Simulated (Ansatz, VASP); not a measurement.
# Sn: VASP beside Ansatz

```
Sn
1.0
    -2.12678    2.12678    1.50363
     2.12678   -2.12678    1.50363
     2.12678    2.12678   -1.50363
Sn
1
Direct
  0.00000 0.00000 0.00000
```

Alike in both runs: task single point; functional PBEsol; dispersion D3(BJ); k mesh 20 × 20 × 20; occupations gaussian, width 0.15 eV; no spin polarisation.

|  | VASP | Ansatz |
| --- | --- | --- |
| version | VASP 6.6.1 | Ansatz 0.2.0 |
| potentials or method | VASP PAW PBE potentials, release 64 (Sn_d), cutoff 520 eV | scalar-relativistic, plane waves, PAW |
| valence electrons in the cell | 14 | 14 |

VASP gave:

| Item | Value |
| --- | --- |
| gap on the k mesh at the Fermi level (eV) | none |
| pressure (GPa) | -1.8 |
| traceless stress, the component that is largest in VASP (GPa) | 5.35 |

Task: Estimate Ansatz's values.

Result: gap on the k mesh at the Fermi level (eV): none; pressure (GPa): -1.8; traceless stress, the component that is largest in VASP (GPa): 5.36.

VASP's potentials were made for PBE, not for PBEsol. A gap of «none» marks a metal or a gap that the smearing closes.
